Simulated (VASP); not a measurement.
# Au (Fm-3m) in VASP: further runs, part 2 of 2

VASP 6.6.1. The steps go on from the part before.

### 3 Relaxation of cell and atoms, r2SCAN

This run uses another cell than the first one, of 16.85 Å³/atom.

File POSCAR:

```
Au
1.0
    0.0000000000      2.0350000000      2.0350000000
    2.0350000000      0.0000000000      2.0350000000
    2.0350000000      2.0350000000      0.0000000000
Au
1
Direct
    0.0000000000      0.0000000000      0.0000000000
```

File INCAR.step1:

```
PREC = Accurate ; ENCUT = 600
ISMEAR = -1 ; SIGMA = 0.1
LREAL = F ; LASPH = T
NELM = 100 ; GGA = PE
ALGO = Normal ; EDIFF = 1E-4
LWAVE = T ; LCHARG = F
```

File INCAR.step2:

```
PREC = Accurate ; ENCUT = 600
EDIFF = 1E-6 ; ISMEAR = -1
SIGMA = 0.1 ; LREAL = F
LASPH = T ; NELM = 100
ALGO = Normal ; ISIF = 3
LWAVE = F ; LCHARG = F
METAGGA = R2SCAN ; LMIXTAU = T
IBRION = 2 ; NSW = 100
EDIFFG = -0.002 ; ISTART = 1
```

File KPOINTS:

```
regular mesh
0
Gamma
  24 24 24
```

Potentials or basis: VASP PAW PBE potentials, release 64 (Au).

Command:

```
$ cat potpaw_PBE.64/Au/POTCAR > POTCAR
$ cp INCAR.step1 INCAR
$ mpirun -np 1 vasp_std > vasp.out
$ cp INCAR.step2 INCAR
$ mpirun -np 1 vasp_std > vasp.out
```

OUTCAR:

```text
PREC = Accurate
   ENCUT = 600
   EDIFF = 1E-6
   ISMEAR = -1
   LREAL = F
   LASPH = T
   NELM = 100
   ISIF = 3
   METAGGA = R2SCAN
   IBRION = 2
   NSW = 100
   EDIFFG = -0.002
   ISTART = 1

 ion  position               nearest neighbor table
   1  0.000  0.000  0.000-

  LATTYP: Found a face centered cubic cell.
 ALAT       =     4.0700000000

  Lattice vectors:

 A1 = (   0.0000000000,   2.0350000000,   2.0350000000)
 A2 = (   2.0350000000,   0.0000000000,   2.0350000000)
 A3 = (   2.0350000000,   2.0350000000,   0.0000000000)

Analysis of symmetry for initial positions (statically):
=====================================================================
 Subroutine PRICEL returns:
 Original cell was already a primitive cell.

 Routine SETGRP: Setting up the symmetry group for a
 face centered cubic supercell.

 Subroutine GETGRP returns: Found 48 space group operations
 (whereof 48 operations were pure point group operations)
 out of a pool of 48 trial point group operations.

The static configuration has the point symmetry O_h .

Analysis of symmetry for dynamics (positions and initial velocities):
[... 263 lines left out ...]

 number of electron      11.0000001 magnetization

------------------------ aborting loop because EDIFF is reached ----------------------------------------
[... 65 lines left out ...]
--------------------------------------- Ionic step       17  -------------------------------------------

 number of electron      11.0000001 magnetization

 Free energy of the ion-electron system (eV)
  ---------------------------------------------------
  ext. energy  EPLUGINS =         0.00000000
  ---------------------------------------------------
  free energy    TOTEN  =       -50.59941114 eV

  energy without entropy =      -50.59134511  energy(sigma->0) =      -50.59537813

 E-fermi :   8.8423     XC(G=0): -13.4084

 val. band max:        8.8342962117   @ k =   0.5000   0.0833   0.0000
 cond. band min:       8.8727456664   @ k =   0.5000   0.2500   0.0833
 fundamental gap:      0.0384494547
 Fermi energy:         8.8422504744

 k-point     1 :       0.0000    0.0000    0.0000
  band No.  band energies     occupation
      1      -0.9367      2.00000
      2       4.0369      2.00000
      3       4.0369      2.00000
      4       4.0369      2.00000
      5       5.4868      2.00000
      6       5.4868      2.00000
      7      24.1742      0.00000
      8      28.0762      0.00000
      9      28.0762      0.00000
[... 265 lines left out ...]
 k-point    24 :       0.4583    0.0417    0.0000
  band No.  band energies     occupation
      1       1.5565      2.00000
      2       3.9862      2.00000
      3       4.0579      2.00000
      4       6.2368      2.00000
      5       6.6438      2.00000
      6       7.7353      1.99997
      7      12.7942      0.00000
      8      23.7996      0.00000
      9      26.3670      0.00000

 [... further k-points ...]

------------------------ aborting loop because EDIFF is reached ----------------------------------------

  FORCE on cell =-STRESS in cart. coord.  units (eV):
  Direction    XX          YY          ZZ          XY          YZ          ZX
  --------------------------------------------------------------------------------------
  -------------------------------------------------------------------------------------
  Total        0.0007164      0.0007164      0.0007164     -0.0000000      0.0000000     -0.0000000
  in kB        0.0652905      0.0652905      0.0652905     -0.0000000      0.0000000     -0.0000000
  external PRESSURE =       0.0652905 kB  Pullay stress =       0.0000000 kB
[... 16 lines left out ...]
  FREE ENERGIE OF THE ION-ELECTRON SYSTEM (eV)
  ---------------------------------------------------
  free  energy   TOTEN  =       -50.5994111398 eV

  energy  without entropy=      -50.5913451148  energy(sigma->0) =      -50.59537813

 reached required accuracy - stopping structural energy minimisation
```

OUTCAR.step1:

```text
PREC = Accurate
   ENCUT = 600
   ISMEAR = -1
   LREAL = F
   LASPH = T
   NELM = 100
[... 501 lines left out ...]

 POSITION                                       TOTAL-FORCE (eV/Angst)
 -----------------------------------------------------------------------------------
      0.00000      0.00000      0.00000         0.000000      0.000000      0.000000
 -----------------------------------------------------------------------------------
    total drift:                               -0.000000      0.000000     -0.000000

  FREE ENERGIE OF THE ION-ELECTRON SYSTEM (eV)
  ---------------------------------------------------
  free  energy   TOTEN  =        -3.1917853739 eV

  energy  without entropy=       -3.1831265971  energy(sigma->0) =       -3.18745599
```

OSZICAR.step1:

```text
N       E                     dE             d eps       ncg     rms          rms(c)
DAV:   1     0.500211971980E+02    0.50021E+02   -0.63972E+03  7754   0.123E+03
DAV:   2    -0.297628280194E+01   -0.52997E+02   -0.50132E+02  7699   0.218E+02
DAV:   3    -0.345775420811E+01   -0.48147E+00   -0.48082E+00  8779   0.217E+01
DAV:   4    -0.345908847068E+01   -0.13343E-02   -0.13342E-02  8352   0.120E+00
DAV:   5    -0.345909711356E+01   -0.86429E-05   -0.86437E-05  8162   0.931E-02    0.973E+00
DAV:   6    -0.321405039314E+01    0.24505E+00   -0.76861E-01  7604   0.868E+00    0.614E+00
DAV:   7    -0.319407929677E+01    0.19971E-01   -0.82176E-02  7984   0.281E+00    0.279E+00
DAV:   8    -0.319179651320E+01    0.22828E-02   -0.22076E-03  7882   0.494E-01    0.242E-01
DAV:   9    -0.319178537393E+01    0.11139E-04   -0.70047E-06  4092   0.319E-02
   1 F= -.31917854E+01 E0= -.31874560E+01  d E =-.865878E-02
```

Wall time 11 min (1 thread of Intel Xeon Platinum 8488C (Sapphire Rapids), shared host); peak memory 0.23 GiB.

Results:

- Free energy: -50.5994 eV
- Relaxed volume: 17.58 Å³/atom
- Relaxed cell: a = 2.919 Å, b = 2.919 Å, c = 2.919 Å, α = 60.00°, β = 60.00°, γ = 60.00°
- Space group after relaxing (to 0.1 Å): Fm-3m (No. 225)
- Energy gained by relaxing: 15.8 meV/atom
- Ionic steps: 17
- Pressure after relaxing: 0.0 GPa
- Band gap on the k mesh: zero (an odd number of electrons rules out a gap without spin polarisation)

Step by step:
```csv
step,energy change (eV),largest force (eV/Å),pressure (GPa),volume (Å³)
1,0.0000,0.0000,7.37,16.85
2,0.0203,0.0000,-8.61,18.82
3,-0.0158,0.0000,-0.06,17.59
4,-0.0158,0.0000,0.03,17.58
5,-0.0158,0.0000,0.02,17.58
6,-0.0158,0.0000,0.02,17.58
7,-0.0158,0.0000,0.02,17.58
8,-0.0158,0.0000,0.02,17.58
9,-0.0158,0.0000,0.02,17.58
10,-0.0158,0.0000,0.02,17.58
11,-0.0158,0.0000,0.02,17.58
12,-0.0158,0.0000,0.02,17.58
13,-0.0158,0.0000,0.02,17.58
14,-0.0158,0.0000,0.02,17.58
15,-0.0158,0.0000,0.02,17.58
16,-0.0158,0.0000,0.02,17.58
17,-0.0158,0.0000,0.01,17.58
```

Final structure:
```
CELL_PARAMETERS angstrom
0.00000 2.06380 2.06380
2.06380 0.00000 2.06380
2.06380 2.06380 0.00000
ATOMIC_POSITIONS crystal
Au 0.00000 0.00000 0.00000
```

Levels at points of the mesh, in eV from the Fermi level:
| k point | band 2 | band 3 | band 4 | band 5 | band 6 | band 7 | band 8 | band 9 |
| --- | --- | --- | --- | --- | --- | --- | --- | --- |
| (0.00, 0.00, 0.00) | -4.81 | -4.81 | -4.81 | -3.36 | -3.36 | 15.33 | 19.23 | 19.23 |
| (0.50, 0.00, 0.00) | -4.85 | -4.85 | -2.17 | -2.17 | -0.68 | 2.98 | 14.81 | 17.65 |
| (0.50, 0.50, 0.00) | -6.81 | -2.23 | -1.85 | -1.85 | 1.25 | 5.72 | 10.40 | 10.40 |

Caveat: the PAW data sets were made with another functional, which shifts forces and pressure a little; spin-orbit coupling is left out, which moves the levels of the heavy elements. Zero-point motion and thermal expansion aren't in these numbers.
